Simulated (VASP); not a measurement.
# BaNaF (P-6m2) in VASP: a series of runs

The runs below take BaNaF through single point, relaxation of cell and atoms, with PBE.

All numbers are computed with VASP 6.6.1; they aren't measurements. Logs are shortened: lines on timing, memory, paths and dates and some standing lists are left out, and cuts for length are marked.

## Step 1: The cell of the first run

The structure is hexagonal, space group P-6m2 (No. 187). The conventional cell has a = 4.427 Å, b = 4.427 Å, c = 4.370 Å, α = 90.00°, β = 90.00°, γ = 120.00°. Within 4.4 Å of Na (site symmetry -6m2) lie 6 Ba at 3.36 Å and 6 F at 3.36 Å and 2 Na at 4.37 Å. Within 3.4 Å of Ba (site symmetry -6m2) lie 3 F at 2.56 Å and 6 Na at 3.36 Å. Within 3.4 Å of F (site symmetry -6m2) lie 3 Ba at 2.56 Å and 6 Na at 3.36 Å.

## Step 2: Single point, PBE

File INCAR:

```
SYSTEM = BaNaF
ALGO     = Normal         ! electronic algorithm
EDIFF    = 1E-7           ! SCF threshold, eV
ENCUT    = 520            ! plane-wave cutoff, eV
GGA      = PE             ! functional
ISIF     = 2              ! what is computed and relaxed
ISMEAR   = 0              ! smearing method
LASPH    = .True.         ! aspherical terms in the spheres
LCHARG   = .True.         ! write CHGCAR
LELF     = .True.         ! ELF
LREAL    = .False.        ! projectors in reciprocal space
LVHAR    = .True.       
LWAVE    = .False.        ! write WAVECAR
NBANDS   = 19             ! bands
NELM     = 60             ! most SCF steps
PREC     = Accurate       ! precision mode
SIGMA    = 0.1            ! smearing width, eV
```

File KPOINTS:

```
k-points
0
Gamma
  6 6 4
  0 0 0
```

File POSCAR:

```
BaNaF
1.0
    4.4271390600      0.0000000000      0.0000000000
   -2.2135695300      3.8340148900      0.0000000000
    0.0000000000      0.0000000000      4.3696844000
Na Ba F
1 1 1
Direct
    0.0000000000      0.0000000000      0.0000000000
    0.3333333300      0.6666666700      0.5000000000
    0.6666666700      0.3333333300      0.5000000000
```

Potentials or basis: VASP PAW PBE potentials, release 64 (Na_pv, Ba_sv, F).

On the command line:

```
> cat potpaw_PBE.64/Na_pv/POTCAR potpaw_PBE.64/Ba_sv/POTCAR potpaw_PBE.64/F/POTCAR > POTCAR
> mpirun -np 1 vasp_std > vasp.out
```

OUTCAR:

```text
SYSTEM = BaNaF
   EDIFF = 1E-7
   ENCUT = 520
   GGA = PE
   ISIF = 2
   ISMEAR = 0
   LASPH = .True.
   LREAL = .False.
   NELM = 60
   PREC = Accurate

 ion  position               nearest neighbor table
   1  0.000  0.000  0.000-   2 3.36   2 3.36   2 3.36   2 3.36   2 3.36   2 3.36
   2  0.333  0.667  0.500-   3 2.56   3 2.56   3 2.56   1 3.36   1 3.36   1 3.36   1 3.36   1 3.36
                             1 3.36
   3  0.667  0.333  0.500-   2 2.56   2 2.56   2 2.56

  LATTYP: Found a hexagonal cell.
 ALAT       =     4.4271390600
 C/A-ratio  =     0.9870221696

  Lattice vectors:

 A1 = (   4.4271390600,   0.0000000000,   0.0000000000)
 A2 = (  -2.2135695300,   3.8340148900,   0.0000000000)
 A3 = (   0.0000000000,   0.0000000000,   4.3696844000)

Analysis of symmetry for initial positions (statically):
=====================================================================
 Subroutine PRICEL returns:
 Original cell was already a primitive cell.

 Routine SETGRP: Setting up the symmetry group for a
 hexagonal supercell.

 Subroutine GETGRP returns: Found 12 space group operations
 (whereof 12 operations were pure point group operations)
 out of a pool of 24 trial point group operations.

The static configuration has the point symmetry D_3h.

Analysis of symmetry for dynamics (positions and initial velocities):
=====================================================================
 Subroutine PRICEL returns:
 Original cell was already a primitive cell.

 Routine SETGRP: Setting up the symmetry group for a
 hexagonal supercell.

 Subroutine GETGRP returns: Found 12 space group operations
 (whereof 12 operations were pure point group operations)
 out of a pool of 24 trial point group operations.

The dynamic configuration has the point symmetry D_3h.

 Subroutine INISYM returns: Found 12 space group operations
 (whereof 12 operations are pure point group operations),
 and found     1 'primitive' translations

----------------------------------------------------------------------------------------

                                     Primitive cell

  volume of cell :      74.1698

  direct lattice vectors                    reciprocal lattice vectors
     4.427139060  0.000000000  0.000000000     0.225879510  0.130411596  0.000000000
    -2.213569530  3.834014890  0.000000000     0.000000000  0.260823192  0.000000000
     0.000000000  0.000000000  4.369684400     0.000000000  0.000000000  0.228849479

  length of vectors
     4.427139060  4.427139058  4.369684400     0.260823191  0.260823192  0.228849479

  position of ions in fractional coordinates (direct lattice)
     0.000000000  0.000000000  0.000000000
     0.333333330  0.666666670  0.500000000
     0.666666670  0.333333330  0.500000000

  ion indices of the primitive-cell ions
   primitive index   ion index
                 1           1
                 2           2
                 3           3

----------------------------------------------------------------------------------------

 KPOINTS: k-points

Automatic generation of k-mesh.
 Grid dimensions read from file:
 generate k-points for:    6    6    4

 Generating k-lattice:

  Cartesian coordinates                     Fractional coordinates (reciprocal lattice)
     0.037646585  0.021735266  0.000000000     0.166666667 -0.000000000  0.000000000
     0.000000000  0.043470532  0.000000000     0.000000000  0.166666667  0.000000000
     0.000000000  0.000000000  0.057212370     0.000000000  0.000000000  0.250000000

  Length of vectors
     0.043470532  0.043470532  0.057212370

  Shift w.r.t. Gamma in fractional coordinates (k-lattice)
     0.000000000  0.000000000  0.000000000

 Subroutine IBZKPT returns following result:
 ===========================================

 Found     21 irreducible k-points:

 Following reciprocal coordinates:
            Coordinates               Weight
  0.000000  0.000000  0.000000      1.000000
  0.166667 -0.000000  0.000000      6.000000
  0.333333  0.000000  0.000000      6.000000
  0.500000 -0.000000  0.000000      3.000000
  0.166667  0.166667  0.000000      6.000000
  0.333333  0.166667  0.000000     12.000000
[... 13 lines left out ...]
  0.333333  0.166667  0.500000     12.000000
  0.333333  0.333333  0.500000      2.000000
   k-points           NKPTS =     21   k-points in BZ     NKDIM =     21   number of bands    NBANDS=     19
   number of dos      NEDOS =    301   number of ions     NIONS =      3
   total plane-waves  NPLWV =  41472
   dimension x,y,z NGX =    36 NGY =   36 NGZ =   32
   dimension x,y,z NGXF=    72 NGYF=   72 NGZF=   64
   ions per type =               1   1   1
   NGX,Y,Z   is equivalent  to a cutoff of  13.52, 13.52, 12.17 a.u.
   NGXF,Y,Z  is equivalent  to a cutoff of  27.04, 27.04, 24.35 a.u.
 SYSTEM =  BaNaF
   PREC   = accura    normal or accurate (medium, high low for compatibility)
   ISTART =      0    job   : 0-new  1-cont  2-samecut
   ICHARG =      2    charge: 1-file 2-atom 10-const
   ISPIN  =      1    spin polarized calculation?
   LNONCOLLINEAR =      F non collinear calculations
   LSORBIT =      F    spin-orbit coupling
   LASPH  =      T    aspherical Exc in radial PAW
   ENCUT  =  520.0 eV  38.22 Ry    6.18 a.u.   8.23  8.23  8.12*2*pi/ulx,y,z
   NELM   =     60;   NELMIN=  2; NELMDL= -5     # of ELM steps
   EDIFF  = 0.1E-06   stopping-criterion for ELM
   LREAL  =      F    real-space projection
   EDIFFG = 0.1E-05   stopping-criterion for IOM
   NSW    =      0    number of steps for IOM
   IBRION =     -1    ionic relax: 0-MD 1-quasi-New 2-CG
   NFREE  =      0    steps in history (QN), initial steepest desc. (CG)
   ISIF   =      2    stress and relaxation
   ISYM   =      2    0-nonsym 1-usesym 2-fastsym
   POTIM  = 0.5000    time-step for ionic-motion
   TEBEG  =    0.0;   TEEND  =   0.0 temperature during run
   PSTRESS=    0.0 pullay stress
   NELECT =      24.0000    total number of electrons
   NUPDOWN=      -1.0000    fix difference up-down
   EMIN   =  10.00;   EMAX   =-10.00  energy-range for DOS
   EFERMI =   0.00;   METHOD = LEGACY
   ISMEAR =     0;   SIGMA  =   0.10  broadening in eV -4-tet -1-fermi 0-gaus
   EFERMI_NEDOS =   21; number of points for ismear=-14 and -15
   IALGO  =     38    algorithm
   IMIX   =      4    mixing-type and parameters
     AMIX     =   0.40;   BMIX     =  1.00
     AMIX_MAG =   1.60;   BMIX_MAG =  1.00
  volume/ion in A,a.u.               =      24.72       166.84
  Fermi-wavevector in a.u.,A,eV,Ry     =   1.123922  2.123905 17.186893  1.263201
  Thomas-Fermi vector in A             =   2.260591
   LORBIT       =      0    0 simple, 1 ext, 2 COOP (PROOUT), +10 PAW based schemes
   GGA     = PE    functional components
   LHFCALC =     F    Hartree Fock is set to
   AEXX    =    0.0000 exact exchange contribution
   IVDW    =     0    specifies the selected vdW correction
   LEPSILON=     F    determine dielectric tensor
   LRPA    =     F    only Hartree local field effects (RPA)
 non-spin polarized calculation
 Gauss-broadening in eV      SIGMA  =   0.10
  energy-cutoff  :      520.00
  volume of cell :       74.17
 maximum number of plane-waves:      2027
 NGX is ok and might be reduce to    36
   NGX = 17   NGY = 17   NGZ = 17

 number of electron      24.0000009 magnetization

 Free energy of the ion-electron system (eV)
  ---------------------------------------------------
  ext. energy  EPLUGINS =         0.00000000
  ---------------------------------------------------
  free energy    TOTEN  =        -9.10394901 eV

  energy without entropy =       -9.10085358  energy(sigma->0) =       -9.10240130

 E-fermi :   3.2187     XC(G=0):  -8.5404

 val. band max:        3.1791147569   @ k =   0.1667  -0.0000   0.5000
 cond. band min:       3.2321617011   @ k =   0.0000   0.0000   0.5000
 fundamental gap:      0.0530469442
 Fermi energy:         3.2187100946

 k-point     1 :       0.0000    0.0000    0.0000
  band No.  band energies     occupation
      1     -25.5781      2.00000
      2     -22.1286      2.00000
      3     -22.0597      2.00000
      4     -22.0597      2.00000
      5     -21.4033      2.00000
      6     -10.6941      2.00000
[... 11 lines left out ...]
     18       9.3305      0.00000
     19      10.3464      0.00000

 k-point     2 :       0.1667   -0.0000    0.0000
  band No.  band energies     occupation
      1     -25.5446      2.00000
      2     -22.1282      2.00000
      3     -22.0601      2.00000
      4     -22.0601      2.00000
      5     -21.4693      2.00000
      6     -10.7440      2.00000
[... 11 lines left out ...]
     18       8.8591      0.00000
     19       9.9846      0.00000

 k-point     3 :       0.3333    0.0000    0.0000
  band No.  band energies     occupation
      1     -25.4749      2.00000
      2     -22.1275      2.00000
      3     -22.0619      2.00000
      4     -22.0610      2.00000
      5     -21.6024      2.00000
      6     -10.8398      2.00000
[... 11 lines left out ...]
     18       8.4822      0.00000
     19       9.3440      0.00000

 k-point     4 :       0.5000   -0.0000    0.0000
  band No.  band energies     occupation
      1     -25.4385      2.00000
      2     -22.1272      2.00000
      3     -22.0636      2.00000
      4     -22.0613      2.00000
      5     -21.6691      2.00000
      6     -10.8858      2.00000
[... 341 lines left out ...]
     18       8.3664      0.00000
     19       9.5525      0.00000

 k-point    20 :       0.3333    0.1667    0.5000
  band No.  band energies     occupation
      1     -25.4171      2.00000
      2     -22.1331      2.00000
      3     -22.0645      2.00000
      4     -22.0611      2.00000
      5     -21.6672      2.00000
      6     -10.9870      2.00000
[... 11 lines left out ...]
     18       8.9514      0.00000
     19       9.7566      0.00000

 k-point    21 :       0.3333    0.3333    0.5000
  band No.  band energies     occupation
      1     -25.3978      2.00000
      2     -22.1329      2.00000
      3     -22.0640      2.00000
      4     -22.0626      2.00000
      5     -21.7023      2.00000
      6     -11.0946      2.00000
[... 11 lines left out ...]
     18       9.6484      0.00000
     19      10.3258      0.00000

------------------------ aborting loop because EDIFF is reached ----------------------------------------

  FORCE on cell =-STRESS in cart. coord.  units (eV):
  Direction    XX          YY          ZZ          XY          YZ          ZX
  --------------------------------------------------------------------------------------
  -------------------------------------------------------------------------------------
  Total        3.4764416      3.4764416      5.4694792      0.0000000     -0.0000000      0.0000000
  in kB       75.0962919     75.0962919    118.1488582      0.0000000     -0.0000000      0.0000000
  external PRESSURE =      89.4471473 kB  Pullay stress =       0.0000000 kB

 VOLUME and BASIS-vectors are now :
 -----------------------------------------------------------------------------
  energy-cutoff  :      520.00
  volume of cell :       74.17
      direct lattice vectors                 reciprocal lattice vectors
     4.427139060  0.000000000  0.000000000     0.225879510  0.130411596  0.000000000
    -2.213569530  3.834014890  0.000000000     0.000000000  0.260823192  0.000000000
     0.000000000  0.000000000  4.369684400     0.000000000  0.000000000  0.228849479

 POSITION                                       TOTAL-FORCE (eV/Angst)
 -----------------------------------------------------------------------------------
      0.00000      0.00000      0.00000         0.000000      0.000000      0.000000
     -0.00000      2.55601      2.18484        -0.000000      0.000000      0.000000
      2.21357      1.27800      2.18484         0.000000     -0.000000      0.000000
 -----------------------------------------------------------------------------------
    total drift:                               -0.000032      0.000019      0.000000

  FREE ENERGIE OF THE ION-ELECTRON SYSTEM (eV)
  ---------------------------------------------------
  free  energy   TOTEN  =        -9.1039490115 eV

  energy  without entropy=       -9.1008535804  energy(sigma->0) =       -9.10240130
```

It took 16 s on 1 thread of Intel Xeon 6975P-C (Granite Rapids), shared host; peak memory 0.2 GiB.

Results:

| Property | Result |
| --- | --- |
| Free energy | -9.1039 eV |
| Pressure | 8.9 GPa |
| Band gap on the k mesh | zero (band 12 reaches 3.23 eV, above the bottom of band 13 at 2.84 eV) |

Levels at points of the mesh, in eV from the Fermi level:
```csv
k point,band 10,band 11,band 12,band 13,band 14,band 15
"(0.00, 0.00, 0.00)",-6.65,-5.98,-2.78,0.52,3.64,3.64
"(0.50, 0.00, 0.00)",-6.17,-6.02,-0.98,0.15,1.76,2.32
"(0.00, 0.00, 0.50)",-6.63,-6.17,0.01,0.10,2.14,2.14
"(0.50, 0.00, 0.50)",-6.41,-6.01,-0.48,0.79,1.35,2.19
```

Caveat: spin-orbit coupling is left out, which moves the levels of the heavy elements.

## Step 3: Single point, PBE

This run uses another cell than the first one, of 38.29 Å³/atom, 1.549 times its volume.

File INCAR:

```
ALGO = Normal
EDIFF = 1E-6
ENCUT = 520
GGA = PE
ISIF = 2
ISMEAR = 0
LASPH = True
LCHARG = False
LREAL = False
LWAVE = False
NBANDS = 19
NELM = 100
PREC = Accurate
SIGMA = 0.1
```

File KPOINTS:

```
k-points
0
Gamma
  6 6 4
```

File POSCAR:

```
BaNaF
1.0
    4.4421971862      0.0000000000      0.0000000000
   -2.2210985931      3.8470556119      0.0000000000
    0.0000000000      0.0000000000      6.7221212626
Na Ba F
1 1 1
Direct
    0.0000000000      0.0000000000      0.0000000000
    0.3333333333      0.6666666667      0.5000000000
    0.6666666667      0.3333333333      0.5000000000
```

Potentials or basis: VASP PAW PBE potentials, release 64 (Na_pv, Ba_sv, F).

On the command line:

```
> cat potpaw_PBE.64/Na_pv/POTCAR potpaw_PBE.64/Ba_sv/POTCAR potpaw_PBE.64/F/POTCAR > POTCAR
> mpirun -np 1 vasp_std > vasp.out
```

OUTCAR:

```text
EDIFF = 1E-6
   ENCUT = 520
   GGA = PE
   ISIF = 2
   ISMEAR = 0
   LASPH = True
   LREAL = False
   NELM = 100
   PREC = Accurate

 ion  position               nearest neighbor table
   1  0.000  0.000  0.000-
   2  0.333  0.667  0.500-   3 2.56   3 2.56   3 2.56
   3  0.667  0.333  0.500-   2 2.56   2 2.56   2 2.56

  LATTYP: Found a hexagonal cell.
[... 650 lines left out ...]

------------------------ aborting loop because EDIFF is reached ----------------------------------------

  FORCE on cell =-STRESS in cart. coord.  units (eV):
  Direction    XX          YY          ZZ          XY          YZ          ZX
  --------------------------------------------------------------------------------------
  -------------------------------------------------------------------------------------
  Total        0.4214320      0.4214320      0.0998646      0.0000000     -0.0000000      0.0000000
  in kB        5.8776730      5.8776730      1.3928020      0.0000000     -0.0000000      0.0000000
  external PRESSURE =       4.3827160 kB  Pullay stress =       0.0000000 kB

 VOLUME and BASIS-vectors are now :
 -----------------------------------------------------------------------------
  energy-cutoff  :      520.00
  volume of cell :      114.88
      direct lattice vectors                 reciprocal lattice vectors
     4.442197186  0.000000000  0.000000000     0.225113825  0.129969527  0.000000000
    -2.221098593  3.847055612  0.000000000     0.000000000  0.259939055  0.000000000
     0.000000000  0.000000000  6.722121263     0.000000000  0.000000000  0.148762565

 POSITION                                       TOTAL-FORCE (eV/Angst)
 -----------------------------------------------------------------------------------
      0.00000      0.00000      0.00000        -0.000000      0.000000      0.000000
     -0.00000      2.56470      3.36106        -0.000000      0.000000      0.000000
      2.22110      1.28235      3.36106         0.000000     -0.000000      0.000000
 -----------------------------------------------------------------------------------
    total drift:                               -0.000000      0.000000      0.000000

  FREE ENERGIE OF THE ION-ELECTRON SYSTEM (eV)
  ---------------------------------------------------
  free  energy   TOTEN  =       -10.2817096353 eV

  energy  without entropy=      -10.2783175629  energy(sigma->0) =      -10.28001360
```

OSZICAR:

```text
N       E                     dE             d eps       ncg     rms          rms(c)
DAV:   1     0.225035480440E+03    0.22504E+03   -0.11226E+04   798   0.112E+03
DAV:   2     0.100872397369E+02   -0.21495E+03   -0.20745E+03   948   0.288E+02
DAV:   3    -0.106044352922E+02   -0.20692E+02   -0.20614E+02   954   0.997E+01
DAV:   4    -0.116195903373E+02   -0.10152E+01   -0.10108E+01  1191   0.180E+01
DAV:   5    -0.116306890118E+02   -0.11099E-01   -0.11074E-01   953   0.192E+00    0.667E+00
DAV:   6    -0.103421734646E+02    0.12885E+01   -0.63475E+00   983   0.147E+01    0.320E+00
DAV:   7    -0.103084637355E+02    0.33710E-01   -0.32182E-01   968   0.338E+00    0.174E+00
DAV:   8    -0.102805628858E+02    0.27901E-01   -0.83126E-02   979   0.186E+00    0.320E-01
DAV:   9    -0.102814137684E+02   -0.85088E-03   -0.15035E-02   963   0.621E-01    0.130E-01
DAV:  10    -0.102818391414E+02   -0.42537E-03   -0.55857E-03  1024   0.393E-01    0.827E-02
DAV:  11    -0.102817029359E+02    0.13621E-03   -0.87480E-04   918   0.153E-01    0.118E-02
DAV:  12    -0.102817097013E+02   -0.67653E-05   -0.30980E-05   970   0.373E-02    0.824E-03
DAV:  13    -0.102817097877E+02   -0.86450E-07   -0.11470E-05   929   0.172E-02    0.289E-03
DAV:  14    -0.102817096353E+02    0.15237E-06   -0.98339E-07   580   0.672E-03
   1 F= -.10281710E+02 E0= -.10280014E+02  d E =-.339207E-02
```

stdout:

```text
POSCAR found type information on POSCAR NaBaF
 POSCAR found :  3 types and       3 ions
 scaLAPACK will be used
 LDA part: xc-table for (Slater+PW92), standard interpolation
 POSCAR, INCAR and KPOINTS ok, starting setup
 FFT: planning ... GRIDC
 FFT: planning ... GRID_SOFT
 FFT: planning ... GRID
 WAVECAR not read
 entering main loop
```

Wall time 25 s (1 thread of Intel Xeon 6975P-C (Granite Rapids), shared host); peak memory 0.26 GiB.

What came out:

```
Free energy            : -10.2817 eV
Pressure               : 0.4 GPa
Band gap on the k mesh : zero (band 12 reaches 1.43 eV, above the bottom of band 13 at 0.43 eV)
```

Stress tensor (GPa, compression positive):
```
0.59 0.00 0.00
0.00 0.59 0.00
0.00 0.00 0.14
```

Caveat: spin-orbit coupling is left out, which moves the levels of the heavy elements.

[end of part 1 of 2]
